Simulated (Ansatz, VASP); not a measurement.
**ZrSi7 in VASP and in Ansatz**

```
Zr Si
1.0
     5.21843    0.00000    0.00000
    -2.60921    4.51929    0.00000
     0.00000    0.00000    5.21790
Zr Si
1 7
Direct
  0.00000 0.00000 0.50000
  0.50000 0.00000 0.75887
  0.00000 0.50000 0.75887
  0.50000 0.50000 0.75887
  0.50000 0.00000 0.24113
  0.00000 0.50000 0.24113
  0.50000 0.50000 0.24113
  0.00000 0.00000 0.00000
```

Alike in both runs: functional PBE; k mesh 6 × 6 × 6; occupations gaussian, width 0.1 eV; no spin polarisation.

Ansatz relaxed the structure, and its values are those at the end. VASP's run is a single point on that final structure, the one shown.

|  | VASP | Ansatz |
| --- | --- | --- |
| version | VASP 6.6.1 | Ansatz 0.2.0 |
| potentials or method | VASP PAW PBE potentials, release 64 (Zr_sv, Si), cutoff 520 eV | scalar-relativistic, plane waves, PAW |
| valence electrons in the cell | 40 | 40 |

```tsv
	VASP	Ansatz	Ansatz less VASP
gap on the k mesh at the Fermi level (eV)	none	none	-
pressure (GPa)	0.0	0.0	+0.02
```

A gap of «none» marks a metal or a gap that the smearing closes.
